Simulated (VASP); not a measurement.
# ZnO (P6_3/mmc) in VASP: notebook, part 2 of 2

VASP 6.6.1. Earlier steps stand in the parts before.

**5. Single point, PBE**

File INCAR:

```
SYSTEM = ZnO
  PREC = Accurate
  ENCUT = 600
  EDIFF = 1E-6
  ISMEAR = -1
  SIGMA = 0.001
  LREAL = .FALSE.
  LASPH = .TRUE.
  NELM = 120
  ALGO = Normal
  ISIF = 2
  LWAVE = .FALSE.
  LCHARG = .FALSE.
  GGA = PE
  NBANDS = 26
  GGA_COMPAT = .FALSE.
```

File KPOINTS:

```
Automatic mesh
0
G
  6 6 4
  0 0 0
```

File POSCAR:

```
ZnO
1.0
    3.4165334633      0.0000000000      0.0000000000
   -1.7082667316      2.9588047721      0.0000000000
    0.0000000000      0.0000000000      4.4775676713
Zn O
2 2
Direct
    0.3333333333      0.6666666667      0.2500000000
    0.6666666667      0.3333333333      0.7500000000
    0.6666666667      0.3333333333      0.2500000000
    0.3333333333      0.6666666667      0.7500000000
```

Potentials or basis: VASP PAW PBE potentials, release 64 (Zn, O).

Run with:

```bash
cat potpaw_PBE.64/Zn/POTCAR potpaw_PBE.64/O/POTCAR > POTCAR
mpirun -np 1 vasp_std > vasp.out
```

OUTCAR:

```text
SYSTEM = ZnO
   PREC = Accurate
   ENCUT = 600
   EDIFF = 1E-6
   ISMEAR = -1
   LREAL = .FALSE.
   LASPH = .TRUE.
   NELM = 120
   ISIF = 2
   GGA = PE

 ion  position               nearest neighbor table
   1  0.333  0.667  0.250-   3 1.97   3 1.97   3 1.97   4 2.24   4 2.24   2 2.98   2 2.98   2 2.98
                             2 2.98   2 2.98   2 2.98
   2  0.667  0.333  0.750-   4 1.97   4 1.97   4 1.97   3 2.24   3 2.24   1 2.98   1 2.98   1 2.98
                             1 2.98   1 2.98   1 2.98
   3  0.667  0.333  0.250-   1 1.97   1 1.97   1 1.97   2 2.24   2 2.24
   4  0.333  0.667  0.750-   2 1.97   2 1.97   2 1.97   1 2.24   1 2.24

  LATTYP: Found a hexagonal cell.
 ALAT       =     3.4165334633
 C/A-ratio  =     1.3105587050

  Lattice vectors:

 A1 = (   3.4165334633,   0.0000000000,   0.0000000000)
 A2 = (  -1.7082667316,   2.9588047721,   0.0000000000)
 A3 = (   0.0000000000,   0.0000000000,   4.4775676713)

Analysis of symmetry for initial positions (statically):
=====================================================================
 Subroutine PRICEL returns:
 Original cell was already a primitive cell.

 Routine SETGRP: Setting up the symmetry group for a
 hexagonal supercell.

 Subroutine GETGRP returns: Found 24 space group operations
 (whereof 12 operations were pure point group operations)
 out of a pool of 24 trial point group operations.

The static configuration has the point symmetry D_3d.
 The point group associated with its full space group is D_6h.

Analysis of symmetry for dynamics (positions and initial velocities):
=====================================================================
 Subroutine PRICEL returns:
 Original cell was already a primitive cell.

 Routine SETGRP: Setting up the symmetry group for a
 hexagonal supercell.

[... 120 lines left out ...]
   ISMEAR =    -1;   SIGMA  =   0.00  broadening in eV -4-tet -1-fermi 0-gaus
   EFERMI_NEDOS =   21; number of points for ismear=-14 and -15
   IALGO  =     38    algorithm
   IMIX   =      4    mixing-type and parameters
     AMIX     =   0.40;   BMIX     =  1.00
     AMIX_MAG =   1.60;   BMIX_MAG =  1.00
  volume/ion in A,a.u.               =      11.32        76.36
  Fermi-wavevector in a.u.,A,eV,Ry     =   1.516798  2.866332 31.302581  2.300675
  Thomas-Fermi vector in A             =   2.626139
   LORBIT       =      0    0 simple, 1 ext, 2 COOP (PROOUT), +10 PAW based schemes
   GGA     = PE    functional components
   LHFCALC =     F    Hartree Fock is set to
   AEXX    =    0.0000 exact exchange contribution
   IVDW    =     0    specifies the selected vdW correction
   LEPSILON=     F    determine dielectric tensor
   LRPA    =     F    only Hartree local field effects (RPA)
 non-spin polarized calculation
  energy-cutoff  :      600.00
  volume of cell :       45.26
 maximum number of plane-waves:      1524
 NGX is ok and might be reduce to    28
   NGX = 13   NGY = 13   NGZ = 17

 number of electron      36.0000018 magnetization

 Free energy of the ion-electron system (eV)
  ---------------------------------------------------
  ext. energy  EPLUGINS =         0.00000000
  ---------------------------------------------------
  free energy    TOTEN  =       -17.53157777 eV

  energy without entropy =      -17.53157777  energy(sigma->0) =      -17.53157777

 E-fermi :   1.5656     XC(G=0): -11.2108

 val. band max:        1.4933384302   @ k =   0.3333   0.3333   0.5000
 cond. band min:       2.4941869028   @ k =   0.0000   0.0000   0.0000
 fundamental gap:      1.0008484726
 Fermi energy:         1.5655594226

 k-point     1 :       0.0000    0.0000    0.0000
  band No.  band energies     occupation
      1     -16.6646      2.00000
      2     -15.4611      2.00000
      3      -4.3014      2.00000
      4      -4.3014      2.00000
      5      -4.1790      2.00000
      6      -4.1790      2.00000
[... 598 lines left out ...]
     25      16.5957      0.00000
     26      16.5957      0.00000

------------------------ aborting loop because EDIFF is reached ----------------------------------------

  FORCE on cell =-STRESS in cart. coord.  units (eV):
  Direction    XX          YY          ZZ          XY          YZ          ZX
  --------------------------------------------------------------------------------------
  -------------------------------------------------------------------------------------
  Total        2.1563802      2.1563802      1.9526209      0.0000000     -0.0000000      0.0000000
  in kB       76.3293869     76.3293869     69.1169200      0.0000000     -0.0000000      0.0000000
  external PRESSURE =      73.9252313 kB  Pullay stress =       0.0000000 kB

 VOLUME and BASIS-vectors are now :
 -----------------------------------------------------------------------------
  energy-cutoff  :      600.00
  volume of cell :       45.26
      direct lattice vectors                 reciprocal lattice vectors
     3.416533463  0.000000000  0.000000000     0.292694338  0.168987155  0.000000000
    -1.708266732  2.958804772  0.000000000     0.000000000  0.337974310  0.000000000
     0.000000000  0.000000000  4.477567671     0.000000000  0.000000000  0.223335541

 POSITION                                       TOTAL-FORCE (eV/Angst)
 -----------------------------------------------------------------------------------
     -0.00000      1.97254      1.11939        -0.000000      0.000000      0.000000
      1.70827      0.98627      3.35818         0.000000     -0.000000      0.000000
      1.70827      0.98627      1.11939         0.000000     -0.000000      0.000000
     -0.00000      1.97254      3.35818         0.000000      0.000000      0.000000
 -----------------------------------------------------------------------------------
    total drift:                                0.000000     -0.000000      0.000000

  FREE ENERGIE OF THE ION-ELECTRON SYSTEM (eV)
  ---------------------------------------------------
  free  energy   TOTEN  =       -17.5315777742 eV

  energy  without entropy=      -17.5315777742  energy(sigma->0) =      -17.53157777
```

stdout:

```text
POSCAR found type information on POSCAR ZnO
 POSCAR found :  2 types and       4 ions
 scaLAPACK will be used
 LDA part: xc-table for (Slater+PW92), standard interpolation
 POSCAR, INCAR and KPOINTS ok, starting setup
 FFT: planning ... GRIDC
 FFT: planning ... GRID_SOFT
 FFT: planning ... GRID
 WAVECAR not read
 entering main loop
```

Run time: 28 s. Hardware: 1 thread of AMD EPYC 7R43 (Zen 3), shared host; peak memory 0.14 GiB.

Results:

| Quantity | Value |
| --- | --- |
| Free energy | -17.5316 eV |
| Pressure | 7.4 GPa |
| Band gap on the k mesh | 1.00 eV, indirect (least direct gap 1.06 eV) |

**6. Single point, LDA**

File INCAR:

```
SYSTEM = ZnO
PREC = Accurate
ENCUT = 600
EDIFF = 1E-6
ISMEAR = 0
SIGMA = 0.01
LREAL = .FALSE.
LASPH = .TRUE.
NELM = 120
ALGO = Normal
ISIF = 2
LWAVE = .FALSE.
LCHARG = .FALSE.
GGA = CA
NBANDS = 26
GGA_COMPAT = .FALSE.
```

File KPOINTS:

```
regular mesh
0
G
  6 6 4
  0 0 0
```

POSCAR is that of step 5.

Potentials or basis: VASP PAW LDA potentials, release 64 (Zn, O).

Run with:

```bash
cat potpaw_LDA.64/Zn/POTCAR potpaw_LDA.64/O/POTCAR > POTCAR
mpirun -np 1 vasp_std > vasp.out
```

Run time: 28 s. Hardware: 1 thread of AMD EPYC 7R43 (Zen 3), shared host; peak memory 0.13 GiB.

The run converged. Its results:

* Free energy: -20.8910 eV
* Pressure: -5.3 GPa
* Band gap on the k mesh: 0.95 eV, indirect (least direct gap 1.02 eV)

Stress tensor (GPa, compression positive):
```
-5.74  0.00  0.00
 0.00 -5.74  0.00
 0.00  0.00 -4.57
```

Levels at points of the mesh, in eV from the valence-band top:
```csv
k point,band 15,band 16,band 17,band 18,band 19,band 20,band 21,band 22
"(0.00, 0.00, 0.00)",-0.83,-0.83,-0.07,-0.07,0.95,4.76,9.81,11.26
"(0.50, 0.00, 0.00)",-2.70,-2.55,-1.50,-1.33,5.81,6.31,7.75,9.43
"(0.00, 0.00, 0.50)",-0.39,-0.39,-0.39,-0.39,4.29,4.29,11.28,11.28
"(0.50, 0.00, 0.50)",-1.90,-1.90,-0.36,-0.36,6.01,6.01,8.68,8.68
```

**7. Summary**

| level | potentials or basis | smearing | gap on the mesh (eV) | pressure (GPa) |
| --- | --- | --- | --- | --- |
| PBE | VASP PAW PBE potentials, release 64 (Zn, O) | gaussian 0.05 eV | 1.00 | 7.4 |
| PBE | VASP PAW PBE potentials, release 64 (Zn, O) | gaussian 0.01 eV | 1.00 | 7.4 |
| PBE+D3(BJ) | VASP PAW PBE potentials, release 64 (Zn, O) | gaussian 0.01 eV | 1.00 | 3.9 |
| PBE | VASP PAW PBE potentials, release 64 (Zn, O) | fermi-dirac 0.001 eV | 1.00 | 7.4 |
| LDA | VASP PAW LDA potentials, release 64 (Zn, O) | gaussian 0.01 eV | 0.95 | -5.3 |

Alike in all rows: task single point; no spin polarisation; cell as given; k mesh 6 × 6 × 4; cutoff (eV) 600.

Total energies depend on the potentials used, so only differences within one code and one set of settings carry meaning.
